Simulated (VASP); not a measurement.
# C in VASP: single point with PBE+D3(BJ)

Aim: the single point of C with PBE+D3(BJ).

Program: VASP 6.6.1. These are calculated values, not measurements. Logs are shortened: lines on timing, memory, paths and dates and some standing lists are left out, and cuts for length are marked.

## 1. The cell of the first run

The cell holds a slab with vacuum, 4 atoms: a = 2.466 Å, b = 2.466 Å, c = 17.500 Å, α = 90.00°, β = 90.00°, γ = 120.00°.

## 2. Single point, PBE+D3(BJ)

INCAR

```
PREC     = Accurate       # precision mode
ENCUT    = 520            # plane-wave cutoff, eV
EDIFF    = 1E-6           # SCF threshold, eV
ISMEAR   = 0              # smearing method
SIGMA    = 0.1            # smearing width, eV
LREAL    = F              # projectors in reciprocal space
LASPH    = T              # aspherical terms in the spheres
NELM     = 60             # most SCF steps
ALGO     = Normal         # electronic algorithm
ISIF     = 2              # what is computed and relaxed
LWAVE    = F              # write WAVECAR
LCHARG   = T              # write CHGCAR
LDIPOL   = T            
IDIPOL   = 3            
DIPOL    = 0.5 0.5 0.359
GGA      = PE             # functional
IVDW     = 12             # dispersion correction
LELF     = T              # ELF
LVHAR    = T            
LVACPOTAV= T            
NBANDS   = 16             # bands
```

KPOINTS

```
regular mesh
0
Gamma
  15 15 1
```

POSCAR

```
C
1.0
    2.4656524409      0.0000000000      0.0000000000
   -1.2328262205      2.1353176508      0.0000000000
    0.0000000000      0.0000000000     17.5000663883
C
4
Direct
    0.6666666667      0.3333333333      0.2571437784
    0.3333333333      0.6666666667      0.2571418816
    0.8333333333      0.6666666667      0.4605734749
    1.1666666667      0.3333333333      0.4605715781
```

Potentials or basis: VASP PAW PBE potentials, release 64 (C).

Launch:

```sh
cat potpaw_PBE.64/C/POTCAR > POTCAR
mpirun -np 1 vasp_std > vasp.out
```

OUTCAR:

```text
PREC = Accurate
   ENCUT = 520
   EDIFF = 1E-6
   ISMEAR = 0
   LREAL = F
   LASPH = T
   NELM = 60
   ISIF = 2
   GGA = PE
   IVDW = 12
 IVDW          = 12

 ion  position               nearest neighbor table
   1  0.667  0.333  0.257-   2 1.42   2 1.42   2 1.42
   2  0.333  0.667  0.257-   1 1.42   1 1.42   1 1.42
   3  0.833  0.667  0.461-   4 1.42   4 1.42   4 1.42
   4  0.167  0.333  0.461-   3 1.42   3 1.42   3 1.42

  LATTYP: Found a hexagonal cell.
 ALAT       =     2.4656524409
 C/A-ratio  =     7.0975398227

  Lattice vectors:

 A1 = (   2.4656524409,   0.0000000000,   0.0000000000)
 A2 = (  -1.2328262205,   2.1353176508,   0.0000000000)
 A3 = (   0.0000000000,   0.0000000000,  17.5000663883)

Analysis of symmetry for initial positions (statically):
=====================================================================
 Subroutine PRICEL returns:
 Original cell was already a primitive cell.

 Routine SETGRP: Setting up the symmetry group for a
 hexagonal supercell.

 Subroutine GETGRP returns: Found  8 space group operations
 (whereof  4 operations were pure point group operations)
 out of a pool of 24 trial point group operations.

The static configuration has the point symmetry C_2v.
 The point group associated with its full space group is D_2h.

Analysis of symmetry for dynamics (positions and initial velocities):
=====================================================================
 Subroutine PRICEL returns:
 Original cell was already a primitive cell.

 Routine SETGRP: Setting up the symmetry group for a
 hexagonal supercell.

 Subroutine GETGRP returns: Found  8 space group operations
 (whereof  4 operations were pure point group operations)
 out of a pool of 24 trial point group operations.

The dynamic configuration has the point symmetry C_2v.
 The point group associated with its full space group is D_2h.

 Subroutine INISYM returns: Found  8 space group operations
 (whereof  4 operations are pure point group operations),
 and found     1 'primitive' translations

----------------------------------------------------------------------------------------

                                     Primitive cell

  volume of cell :      92.1370

  direct lattice vectors                    reciprocal lattice vectors
     2.465652441  0.000000000  0.000000000     0.405572166  0.234157199  0.000000000
    -1.232826221  2.135317651  0.000000000     0.000000000  0.468314398  0.000000000
     0.000000000  0.000000000 17.500066388     0.000000000  0.000000000  0.057142640

  length of vectors
     2.465652441  2.465652441 17.500066388     0.468314398  0.468314398  0.057142640

  position of ions in fractional coordinates (direct lattice)
     0.666666667  0.333333333  0.257143778
     0.333333333  0.666666667  0.257141882
     0.833333333  0.666666667  0.460573475
     0.166666667  0.333333333  0.460571578

  ion indices of the primitive-cell ions
   primitive index   ion index
                 1           1
                 2           2
                 3           3
                 4           4

----------------------------------------------------------------------------------------

 KPOINTS: regular mesh

Automatic generation of k-mesh.
 Grid dimensions read from file:
 generate k-points for:   15   15    1

 Generating k-lattice:

  Cartesian coordinates                     Fractional coordinates (reciprocal lattice)
     0.027038144  0.015610480  0.000000000     0.066666667  0.000000000  0.000000000
     0.000000000  0.031220960  0.000000000     0.000000000  0.066666667  0.000000000
     0.000000000  0.000000000  0.057142640     0.000000000  0.000000000  1.000000000

  Length of vectors
     0.031220960  0.031220960  0.057142640

  Shift w.r.t. Gamma in fractional coordinates (k-lattice)
     0.000000000  0.000000000  0.000000000

 Subroutine IBZKPT returns following result:
 ===========================================

 Found     64 irreducible k-points:

 Following reciprocal coordinates:
            Coordinates               Weight
  0.000000  0.000000  0.000000      1.000000
  0.066667  0.000000  0.000000      4.000000
  0.000000  0.066667  0.000000      2.000000
  0.133333 -0.000000  0.000000      4.000000
  0.000000  0.133333  0.000000      2.000000
  0.200000  0.000000  0.000000      4.000000
[... 16 lines left out ...]
 -0.266667  0.200000  0.000000      4.000000
  0.266667  0.066667  0.000000      4.000000
 [... further k-points ...]
   k-points           NKPTS =     64   k-points in BZ     NKDIM =     64   number of bands    NBANDS=     16
   number of dos      NEDOS =    301   number of ions     NIONS =      4
   total plane-waves  NPLWV =  45360
   dimension x,y,z NGX =    18 NGY =   18 NGZ =  140
   dimension x,y,z NGXF=    36 NGYF=   36 NGZF=  280
   ions per type =               4
   NGX,Y,Z   is equivalent  to a cutoff of  12.14, 12.14, 13.30 a.u.
   NGXF,Y,Z  is equivalent  to a cutoff of  24.27, 24.27, 26.60 a.u.
 SYSTEM =  unknown system
   PREC   = accura    normal or accurate (medium, high low for compatibility)
   ISTART =      0    job   : 0-new  1-cont  2-samecut
   ICHARG =      2    charge: 1-file 2-atom 10-const
   ISPIN  =      1    spin polarized calculation?
   LNONCOLLINEAR =      F non collinear calculations
   LSORBIT =      F    spin-orbit coupling
   LASPH  =      T    aspherical Exc in radial PAW
   ENCUT  =  520.0 eV  38.22 Ry    6.18 a.u.   4.58  4.58 32.54*2*pi/ulx,y,z
   NELM   =     60;   NELMIN=  2; NELMDL= -5     # of ELM steps
   EDIFF  = 0.1E-05   stopping-criterion for ELM
   LREAL  =      F    real-space projection
   EDIFFG = 0.1E-04   stopping-criterion for IOM
   NSW    =      0    number of steps for IOM
   IBRION =     -1    ionic relax: 0-MD 1-quasi-New 2-CG
   NFREE  =      0    steps in history (QN), initial steepest desc. (CG)
   ISIF   =      2    stress and relaxation
   ISYM   =      2    0-nonsym 1-usesym 2-fastsym
   POTIM  = 0.5000    time-step for ionic-motion
   TEBEG  =    0.0;   TEEND  =   0.0 temperature during run
   PSTRESS=    0.0 pullay stress
   NELECT =      16.0000    total number of electrons
   NUPDOWN=      -1.0000    fix difference up-down
   EMIN   =  10.00;   EMAX   =-10.00  energy-range for DOS
   EFERMI =   0.00;   METHOD = LEGACY
   ISMEAR =     0;   SIGMA  =   0.10  broadening in eV -4-tet -1-fermi 0-gaus
   EFERMI_NEDOS =   21; number of points for ismear=-14 and -15
   IALGO  =     38    algorithm
   IMIX   =      4    mixing-type and parameters
     AMIX     =   0.40;   BMIX     =  1.00
     AMIX_MAG =   1.60;   BMIX_MAG =  1.00
  volume/ion in A,a.u.               =      23.03       155.44
  Fermi-wavevector in a.u.,A,eV,Ry     =   0.913349  1.725980 11.350070  0.834207
  Thomas-Fermi vector in A             =   2.037850
   LORBIT       =      0    0 simple, 1 ext, 2 COOP (PROOUT), +10 PAW based schemes
   GGA     = PE    functional components
   LHFCALC =     F    Hartree Fock is set to
   AEXX    =    0.0000 exact exchange contribution
   IVDW    =    12    specifies the selected vdW correction
   LEPSILON=     F    determine dielectric tensor
   LRPA    =     F    only Hartree local field effects (RPA)
 non-spin polarized calculation
 Gauss-broadening in eV      SIGMA  =   0.10
  energy-cutoff  :      520.00
  volume of cell :       92.14
 maximum number of plane-waves:      2516
   NGX =  9   NGY =  9   NGZ = 65

 dipolmoment           0.000000      0.000000      0.000092 electrons x Angstroem

 number of electron      15.9999998 magnetization

 dipolmoment           0.000000      0.000000     -0.000130 electrons x Angstroem

 Free energy of the ion-electron system (eV)
  ---------------------------------------------------
  ext. energy  EPLUGINS =         0.00000000
  ---------------------------------------------------
  free energy    TOTEN  =       -36.88780863 eV

  energy without entropy =      -36.88726220  energy(sigma->0) =      -36.88753542

 E-fermi :  -0.8283     XC(G=0):  -4.4697

 val. band max:       -0.9068616835   @ k =   0.3333   0.3333   0.0000
 cond. band min:      -0.7499487371   @ k =   0.3333   0.3333   0.0000
 fundamental gap:      0.1569129464
 Fermi energy:        -0.8283439852

 k-point     1 :       0.0000    0.0000    0.0000
  band No.  band energies     occupation
      1     -20.3904      2.00000
      2     -20.2968      2.00000
      3      -8.7921      2.00000
      4      -8.0763      2.00000
      5      -3.8663      2.00000
      6      -3.8636      2.00000
[... 8 lines left out ...]
     15       7.4864      0.00000
     16       7.4971      0.00000

 k-point     2 :       0.0667    0.0000    0.0000
  band No.  band energies     occupation
      1     -20.2850      2.00000
      2     -20.1920      2.00000
      3      -8.6652      2.00000
      4      -7.9526      2.00000
      5      -4.2905      2.00000
      6      -4.2812      2.00000
[... 8 lines left out ...]
     15       7.5569      0.00000
     16       7.9439      0.00000

 k-point     3 :       0.0000    0.0667    0.0000
  band No.  band energies     occupation
      1     -20.2850      2.00000
      2     -20.1920      2.00000
      3      -8.6653      2.00000
      4      -7.9525      2.00000
      5      -4.2893      2.00000
      6      -4.2829      2.00000
[... 8 lines left out ...]
     15       7.5476      0.00000
     16       7.9278      0.00000
[... 362 lines left out ...]
 k-point    23 :      -0.2667    0.2000    0.0000
  band No.  band energies     occupation
      1     -19.0302      2.00000
      2     -18.9450      2.00000
      3      -7.8524      2.00000
      4      -7.8239      2.00000
      5      -7.1690      2.00000
      6      -6.5008      2.00000
[... 8 lines left out ...]
     15       7.5412      0.00000
     16       7.7833      0.00000

 k-point    24 :       0.2667    0.0667    0.0000
  band No.  band energies     occupation
      1     -18.2056      2.00000
      2     -18.1252      2.00000
      3      -9.5715      2.00000
      4      -9.5377      2.00000
      5      -6.6713      2.00000
      6      -6.6612      2.00000
[... 8 lines left out ...]
     15       7.4861      0.00000
     16       8.3485      0.00000

 [... further k-points ...]

------------------------ aborting loop because EDIFF is reached ----------------------------------------

 Edisp (eV)   -0.46039

 E8    (eV) :    -0.1368

  FORCE on cell =-STRESS in cart. coord.  units (eV):
  Direction    XX          YY          ZZ          XY          YZ          ZX
  --------------------------------------------------------------------------------------
  -------------------------------------------------------------------------------------
  Total       0.15143     0.11674    -0.14055    -0.00000     0.00000     0.00000
  in kB       2.63318     2.03008    -2.44403    -0.00000     0.00000     0.00000
  external pressure =        0.74 kB  Pullay stress =        0.00 kB

 VOLUME and BASIS-vectors are now :
 -----------------------------------------------------------------------------
  energy-cutoff  :      520.00
  volume of cell :       92.14
      direct lattice vectors                 reciprocal lattice vectors
     2.465652441  0.000000000  0.000000000     0.405572166  0.234157199  0.000000000
    -1.232826221  2.135317651  0.000000000     0.000000000  0.468314398  0.000000000
     0.000000000  0.000000000 17.500066388     0.000000000  0.000000000  0.057142640

 POSITION                                       TOTAL-FORCE (eV/Angst)
 -----------------------------------------------------------------------------------
      1.23283      0.71177      4.50003        -0.000000      0.001489      0.016182
     -0.00000      1.42355      4.50000         0.000000     -0.001489      0.016182
      1.23283      1.42355      8.06007         0.000000     -0.001489     -0.016182
      0.00000      0.71177      8.06003        -0.000000      0.001489     -0.016182
 -----------------------------------------------------------------------------------
    total drift:                               -0.000000      0.000005     -0.029620

  FREE ENERGIE OF THE ION-ELECTRON SYSTEM (eV)
  ---------------------------------------------------
  free  energy   TOTEN  =       -37.3482025511 eV

  energy  without entropy=      -37.3476561178  energy(sigma->0) =      -37.34792933

 vacuum level on the upper side and lower side of the slab         3.434         3.439
```

It took 78 s on 1 thread of Intel Xeon 6975P-C (Granite Rapids), shared host; peak memory 0.23 GiB.

What came out:

* Free energy: -37.3482 eV
* Largest force: 0.016 eV/Å
* Band gap on the k mesh: 0.16 eV, direct
* Dispersion energy per atom: -0.115 eV

Forces in eV/Å, atoms in the order of the input:
```
C    0.000  0.001  0.016
C    0.000 -0.001  0.016
C    0.000 -0.001 -0.016
C    0.000  0.001 -0.016
```

Levels at points of the mesh, in eV from the valence-band top:
| k point | band 4 | band 5 | band 6 | band 7 | band 8 | band 9 | band 10 | band 11 | band 12 | band 13 |
| --- | --- | --- | --- | --- | --- | --- | --- | --- | --- | --- |
| (0.00, 0.00, 0.00) | -7.17 | -2.96 | -2.96 | -2.95 | -2.95 | 3.44 | 3.92 | 4.81 | 6.45 | 6.68 |
